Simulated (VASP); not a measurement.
Mn, 2 atoms in the cell. It takes space group I4/mmm (No. 139, tetragonal). The conventional cell has a = 2.993 Å, b = 2.993 Å, c = 3.074 Å, α = 90.00°, β = 90.00°, γ = 90.00°. Within 3.5 Å of Mn (site symmetry 4/mmm) lie 14 Mn at 2.62 to 3.07 Å.  This cell differs from its parent crystal: volume scaled by 0.92.

| Quantity | Value |
| --- | --- |
| Program | VASP 6.6.1 |
| Task | single point |
| Functional | r2SCAN |
| Potentials or basis | VASP PAW PBE potentials, release 64 (Mn_pv) |
| Cutoff | 520 eV |
| k mesh | 12 × 12 × 11 |
| Occupations | fermi-dirac, width 0.05 eV |
| Spin | collinear spin, antiferromagnetic start |
| Starting moments | [3.842, -3.842] μB |
| Dipole correction | no |
| Further INCAR settings | ALGO = Normal; EDIFF = 1e-06; NBANDS = 24 |

Potentials or basis: VASP PAW PBE potentials, release 64 (Mn_pv).

Command:

```bash
$ cat potpaw_PBE.64/Mn_pv/POTCAR > POTCAR
$ cp INCAR.step1 INCAR
$ mpirun -np 1 vasp_std > vasp.out
$ cp INCAR.step2 INCAR
$ mpirun -np 1 vasp_std > vasp.out
```

Hardware: 1 thread of AMD EPYC 9R45 96-Core Processor (Zen 5), with other jobs on the host.

Question: How long does it take, and how much memory?

Answer: It took 6.6 min on 1 thread of AMD EPYC 9R45 96-Core Processor (Zen 5), on a shared host, peak memory 0.24 GiB. Counts: k points 168.
